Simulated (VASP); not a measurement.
# As (R-3m) in VASP: a series of runs

As is run at these levels: PBEsol; tasks: single point.

Program: VASP 6.6.1. These are calculated values, not measurements. Logs are shortened: lines on timing, memory, paths and dates and some standing lists are left out, and cuts for length are marked.

### Step 1. The cell of the first run

It takes space group R-3m (No. 166, trigonal). Conventional cell: a = 3.759 Å, b = 3.759 Å, c = 10.457 Å, α = 90.00°, β = 90.00°, γ = 120.00°. Within 3.3 Å of As (site symmetry 3m) lie 6 As at 2.52 to 3.10 Å.

### Step 2. Single point, PBEsol

INCAR

```
SYSTEM = As
PREC     = Accurate       ! precision mode
ENCUT    = 520            ! plane-wave cutoff, eV
EDIFF    = 1E-6           ! SCF threshold, eV
ISMEAR   = 0              ! smearing method
SIGMA    = 0.15           ! smearing width, eV
LREAL    = .FALSE.        ! projectors in reciprocal space
LASPH    = .TRUE.         ! aspherical terms in the spheres
NELM     = 80             ! most SCF steps
ALGO     = Normal         ! electronic algorithm
ISIF     = 2              ! what is computed and relaxed
LWAVE    = .FALSE.        ! write WAVECAR
LCHARG   = .FALSE.        ! write CHGCAR
GGA      = PS             ! functional
NBANDS   = 12             ! bands
```

KPOINTS

```
regular mesh
0
G
  18 18 18
  0 0 0
```

POSCAR

```
As
1.0
    1.8797494575      1.0852738553      3.4857700000
   -1.8797494575      1.0852738553      3.4857700000
    0.0000000000     -2.1705477106      3.4857700000
As
2
Direct
    0.2275400000      0.2275400000      0.2275400000
    0.7724600000      0.7724600000      0.7724600000
```

Potentials or basis: VASP PAW PBE potentials, release 64 (As).

Launch:

```bash
$ cat potpaw_PBE.64/As/POTCAR > POTCAR
$ mpirun -np 1 vasp_std > vasp.out
```

OUTCAR:

```text
SYSTEM = As
   PREC = Accurate
   ENCUT = 520
   EDIFF = 1E-6
   ISMEAR = 0
   LREAL = .FALSE.
   LASPH = .TRUE.
   NELM = 80
   ISIF = 2
   GGA = PS

 ion  position               nearest neighbor table
   1  0.228  0.228  0.228-   2 2.52   2 2.52   2 2.52
   2  0.772  0.772  0.772-   1 2.52   1 2.52   1 2.52

  LATTYP: Found a trigonal (rhomboedric) cell.
 ALAT       =     4.1063207202
 COS(alpha) =     0.5808936906

  Lattice vectors:

 A1 = (   1.8797494575,   1.0852738553,   3.4857700000)
 A2 = (  -1.8797494575,   1.0852738553,   3.4857700000)
 A3 = (   0.0000000000,  -2.1705477106,   3.4857700000)

Analysis of symmetry for initial positions (statically):
=====================================================================
 Subroutine PRICEL returns:
 Original cell was already a primitive cell.

 Routine SETGRP: Setting up the symmetry group for a
 trigonal (rhombohedral) supercell.

 Subroutine GETGRP returns: Found 12 space group operations
 (whereof 12 operations were pure point group operations)
 out of a pool of 12 trial point group operations.

The static configuration has the point symmetry D_3d.

Analysis of symmetry for dynamics (positions and initial velocities):
=====================================================================
 Subroutine PRICEL returns:
 Original cell was already a primitive cell.

 Routine SETGRP: Setting up the symmetry group for a
 trigonal (rhombohedral) supercell.

 Subroutine GETGRP returns: Found 12 space group operations
 (whereof 12 operations were pure point group operations)
 out of a pool of 12 trial point group operations.

The dynamic configuration has the point symmetry D_3d.

 Subroutine INISYM returns: Found 12 space group operations
 (whereof 12 operations are pure point group operations),
 and found     1 'primitive' translations

----------------------------------------------------------------------------------------

                                     Primitive cell

  volume of cell :      42.6667

  direct lattice vectors                    reciprocal lattice vectors
     1.879749457  1.085273855  3.485770000     0.265992895  0.153571070  0.095626887
    -1.879749457  1.085273855  3.485770000    -0.265992895  0.153571070  0.095626887
     0.000000000 -2.170547711  3.485770000     0.000000000 -0.307142139  0.095626887

  length of vectors
     4.106320720  4.106320720  4.106320720     0.321684310  0.321684310  0.321684310

  position of ions in fractional coordinates (direct lattice)
     0.227540000  0.227540000  0.227540000
     0.772460000  0.772460000  0.772460000

  ion indices of the primitive-cell ions
   primitive index   ion index
                 1           1
                 2           2

----------------------------------------------------------------------------------------

 KPOINTS: regular mesh

Automatic generation of k-mesh.
 Grid dimensions read from file:
 generate k-points for:   18   18   18

 Generating k-lattice:

  Cartesian coordinates                     Fractional coordinates (reciprocal lattice)
     0.014777383  0.008531726  0.005312605     0.055555556  0.000000000 -0.000000000
    -0.014777383  0.008531726  0.005312605     0.000000000  0.055555556 -0.000000000
     0.000000000 -0.017063452  0.005312605    -0.000000000 -0.000000000  0.055555556

  Length of vectors
     0.017871351  0.017871351  0.017871351

  Shift w.r.t. Gamma in fractional coordinates (k-lattice)
     0.000000000  0.000000000  0.000000000

 Subroutine IBZKPT returns following result:
 ===========================================

 Found    580 irreducible k-points:

 Following reciprocal coordinates:
            Coordinates               Weight
  0.000000  0.000000  0.000000      1.000000
  0.055556  0.000000  0.000000      6.000000
  0.111111  0.000000  0.000000      6.000000
  0.166667 -0.000000  0.000000      6.000000
  0.222222  0.000000  0.000000      6.000000
  0.277778  0.000000  0.000000      6.000000
[... 16 lines left out ...]
 -0.277778  0.055556  0.000000     12.000000
 -0.222222  0.055556  0.000000     12.000000
 [... further k-points ...]
   k-points           NKPTS =    580   k-points in BZ     NKDIM =    580   number of bands    NBANDS=     12
   number of dos      NEDOS =    301   number of ions     NIONS =      2
   total plane-waves  NPLWV =  32768
   dimension x,y,z NGX =    32 NGY =   32 NGZ =   32
   dimension x,y,z NGXF=    64 NGYF=   64 NGZF=   64
   ions per type =               2
   NGX,Y,Z   is equivalent  to a cutoff of  12.96, 12.96, 12.96 a.u.
   NGXF,Y,Z  is equivalent  to a cutoff of  25.91, 25.91, 25.91 a.u.
 SYSTEM =  As
   PREC   = accura    normal or accurate (medium, high low for compatibility)
   ISTART =      0    job   : 0-new  1-cont  2-samecut
   ICHARG =      2    charge: 1-file 2-atom 10-const
   ISPIN  =      1    spin polarized calculation?
   LNONCOLLINEAR =      F non collinear calculations
   LSORBIT =      F    spin-orbit coupling
   LASPH  =      T    aspherical Exc in radial PAW
   ENCUT  =  520.0 eV  38.22 Ry    6.18 a.u.   7.64  7.64  7.64*2*pi/ulx,y,z
   NELM   =     80;   NELMIN=  2; NELMDL= -5     # of ELM steps
   EDIFF  = 0.1E-05   stopping-criterion for ELM
   LREAL  =      F    real-space projection
   EDIFFG = 0.1E-04   stopping-criterion for IOM
   NSW    =      0    number of steps for IOM
   IBRION =     -1    ionic relax: 0-MD 1-quasi-New 2-CG
   NFREE  =      0    steps in history (QN), initial steepest desc. (CG)
   ISIF   =      2    stress and relaxation
   ISYM   =      2    0-nonsym 1-usesym 2-fastsym
   POTIM  = 0.5000    time-step for ionic-motion
   TEBEG  =    0.0;   TEEND  =   0.0 temperature during run
   PSTRESS=    0.0 pullay stress
   NELECT =      10.0000    total number of electrons
   NUPDOWN=      -1.0000    fix difference up-down
   EMIN   =  10.00;   EMAX   =-10.00  energy-range for DOS
   EFERMI =   0.00;   METHOD = LEGACY
   ISMEAR =     0;   SIGMA  =   0.15  broadening in eV -4-tet -1-fermi 0-gaus
   EFERMI_NEDOS =   21; number of points for ismear=-14 and -15
   IALGO  =     38    algorithm
   IMIX   =      4    mixing-type and parameters
     AMIX     =   0.40;   BMIX     =  1.00
     AMIX_MAG =   1.60;   BMIX_MAG =  1.00
  volume/ion in A,a.u.               =      21.33       143.96
  Fermi-wavevector in a.u.,A,eV,Ry     =   1.009358  1.907409 13.861654  1.018803
  Thomas-Fermi vector in A             =   2.142281
   LORBIT       =      0    0 simple, 1 ext, 2 COOP (PROOUT), +10 PAW based schemes
   GGA     = PS    functional components
   LHFCALC =     F    Hartree Fock is set to
   AEXX    =    0.0000 exact exchange contribution
   IVDW    =     0    specifies the selected vdW correction
   LEPSILON=     F    determine dielectric tensor
   LRPA    =     F    only Hartree local field effects (RPA)
 non-spin polarized calculation
 Gauss-broadening in eV      SIGMA  =   0.15
  energy-cutoff  :      520.00
  volume of cell :       42.67
 maximum number of plane-waves:      1164
   NGX = 15   NGY = 15   NGZ = 15

 number of electron      10.0000000 magnetization

 Free energy of the ion-electron system (eV)
  ---------------------------------------------------
  ext. energy  EPLUGINS =         0.00000000
  ---------------------------------------------------
  free energy    TOTEN  =       -10.20461012 eV

  energy without entropy =      -10.20159755  energy(sigma->0) =      -10.20310384

 E-fermi :   5.5006     XC(G=0): -10.1545

 val. band max:        5.4852225058   @ k =   0.5000   0.0556   0.0000
 cond. band min:       5.5048252173   @ k =   0.3889   0.1111   0.1111
 fundamental gap:      0.0196027115
 Fermi energy:         5.5005661449

 k-point     1 :       0.0000    0.0000    0.0000
  band No.  band energies     occupation
      1      -9.6692      2.00000
      2      -0.3197      2.00000
      3       2.8896      2.00000
      4       3.4282      2.00000
      5       3.4282      2.00000
      6       7.1666      0.00000
      7       8.3851      0.00000
      8       8.3851      0.00000
      9      12.1648      0.00000
     10      12.1648      0.00000
     11      12.5837      0.00000
     12      14.1066      0.00000

 k-point     2 :       0.0556    0.0000    0.0000
  band No.  band energies     occupation
      1      -9.6274      2.00000
      2      -0.4762      2.00000
      3       2.9206      2.00000
      4       3.3962      2.00000
      5       3.3972      2.00000
      6       7.2621      0.00000
      7       8.2840      0.00000
      8       8.3486      0.00000
      9      11.8272      0.00000
     10      12.0912      0.00000
     11      12.2871      0.00000
     12      14.4189      0.00000

 k-point     3 :       0.1111    0.0000    0.0000
  band No.  band energies     occupation
      1      -9.5025      2.00000
      2      -0.9084      2.00000
      3       2.9234      2.00000
      4       3.3115      2.00000
      5       3.4104      2.00000
      6       7.4014      0.00000
      7       8.0598      0.00000
      8       8.2213      0.00000
      9      11.2617      0.00000
     10      11.9395      0.00000
     11      12.0610      0.00000
     12      15.1674      0.00000
[... 286 lines left out ...]
 k-point    23 :      -0.2778    0.0556    0.0000
  band No.  band energies     occupation
      1      -8.4473      2.00000
      2      -3.4046      2.00000
      3       2.4398      2.00000
      4       2.9634      2.00000
      5       4.0433      2.00000
      6       6.1512      0.00000
      7       6.6270      0.00000
      8       7.7804      0.00000
      9      11.5261      0.00000
     10      12.6465      0.00000
     11      14.3844      0.00000
     12      17.5905      0.00000

 k-point    24 :      -0.2222    0.0556    0.0000
  band No.  band energies     occupation
      1      -8.8407      2.00000
      2      -2.6040      2.00000
      3       2.5637      2.00000
      4       3.0330      2.00000
      5       3.8180      2.00000
      6       6.5764      0.00000
      7       7.0818      0.00000
      8       8.0162      0.00000
      9      11.1216      0.00000
     10      12.0809      0.00000
     11      13.4885      0.00000
     12      16.6504      0.00000

 [... further k-points ...]
[... 5 lines left out ...]
  --------------------------------------------------------------------------------------
  -------------------------------------------------------------------------------------
  Total        0.2469964      0.2469964     -0.0529345      0.0000000      0.0000000      0.0000000
  in kB        9.2749569      9.2749569     -1.9877435      0.0000000      0.0000000      0.0000000
  external PRESSURE =       5.5207234 kB  Pullay stress =       0.0000000 kB

 VOLUME and BASIS-vectors are now :
 -----------------------------------------------------------------------------
  energy-cutoff  :      520.00
  volume of cell :       42.67
      direct lattice vectors                 reciprocal lattice vectors
     1.879749457  1.085273855  3.485770000     0.265992895  0.153571070  0.095626887
    -1.879749457  1.085273855  3.485770000    -0.265992895  0.153571070  0.095626887
     0.000000000 -2.170547711  3.485770000     0.000000000 -0.307142139  0.095626887

 POSITION                                       TOTAL-FORCE (eV/Angst)
 -----------------------------------------------------------------------------------
      0.00000      0.00000      2.37946         0.000000      0.000000      0.225956
      0.00000      0.00000      8.07785         0.000000     -0.000000     -0.225956
 -----------------------------------------------------------------------------------
    total drift:                               -0.000000      0.000000     -0.000000

  FREE ENERGIE OF THE ION-ELECTRON SYSTEM (eV)
  ---------------------------------------------------
  free  energy   TOTEN  =       -10.2046101204 eV

  energy  without entropy=      -10.2015975541  energy(sigma->0) =      -10.20310384
```

Wall time 2.4 min (1 thread of Intel Xeon 6975P-C, shared host); peak memory 0.37 GiB.

What came out:

* Free energy: -10.2046 eV
* Pressure: 0.6 GPa
* Largest force: 0.226 eV/Å
* Band gap on the k mesh: zero (band 5 reaches 5.60 eV, above the bottom of band 6 at 5.09 eV)

Forces on the atoms (eV/Å):
```
As   0.000  0.000  0.226
As   0.000  0.000 -0.226
```

Levels at points of the mesh, in eV from the Fermi level:
```csv
k point,band 3,band 4,band 5,band 6,band 7,band 8
"(0.00, 0.00, 0.00)",-2.61,-2.07,-2.07,1.67,2.88,2.88
"(0.50, 0.00, 0.00)",-2.84,-2.81,-0.43,-0.42,0.16,1.17
"(0.50, 0.50, 0.00)",-6.18,-4.37,-4.23,1.35,5.44,6.73
"(0.50, 0.50, 0.50)",-1.79,-1.79,-0.69,0.61,0.61,1.74
```

Caveat: the PAW data sets were made with another functional, which shifts forces and pressure a little.

### Step 3. Single point, PBEsol

INCAR

```
ALGO = Normal ; EDIFF = 1E-6
ENCUT = 520 ; GGA = PS
ISIF = 2 ; ISMEAR = 0
LASPH = T ; LCHARG = T
LELF = T ; LREAL = F
LVHAR = T ; LWAVE = F
NBANDS = 12 ; NELM = 100
PREC = Accurate ; SIGMA = 0.15
```

KPOINTS

```
k-points
0
Gamma
  18 18 18
```

POSCAR is that of step 2.

Potentials or basis: VASP PAW PBE potentials, release 64 (As).

Launch:

```bash
$ cat potpaw_PBE.64/As/POTCAR > POTCAR
$ mpirun -np 1 vasp_std > vasp.out
```

Run time: 2.4 min. Hardware: 1 thread of Intel Xeon 6975P-C, shared host; peak memory 0.37 GiB.

It converged, with:

```
Free energy            : -10.2046 eV
Pressure               : 0.6 GPa
Largest force          : 0.226 eV/Å
Band gap on the k mesh : zero (band 5 reaches 5.60 eV, above the bottom of band 6 at 5.09 eV)
```

Forces on the atoms (eV/Å):
```
As   0.000  0.000  0.226
As   0.000  0.000 -0.226
```

Stress tensor (GPa, compression positive):
```
 0.93  0.00  0.00
 0.00  0.93  0.00
 0.00  0.00 -0.20
```

Levels at points of the mesh, in eV from the Fermi level:
| k point | band 2 | band 3 | band 4 | band 5 | band 6 | band 7 | band 8 | band 9 |
| --- | --- | --- | --- | --- | --- | --- | --- | --- |
| (0.00, 0.00, 0.00) | -5.82 | -2.61 | -2.07 | -2.07 | 1.67 | 2.88 | 2.88 | 6.66 |
| (0.50, 0.00, 0.00) | -11.23 | -2.84 | -2.81 | -0.43 | -0.42 | 0.16 | 1.17 | 8.85 |
| (0.50, 0.50, 0.00) | -9.76 | -6.18 | -4.37 | -4.23 | 1.35 | 5.44 | 6.73 | 7.30 |
| (0.50, 0.50, 0.50) | -10.20 | -1.79 | -1.79 | -0.69 | 0.61 | 0.61 | 1.74 | 7.94 |

Caveat: the PAW data sets were made with another functional, which shifts forces and pressure a little.
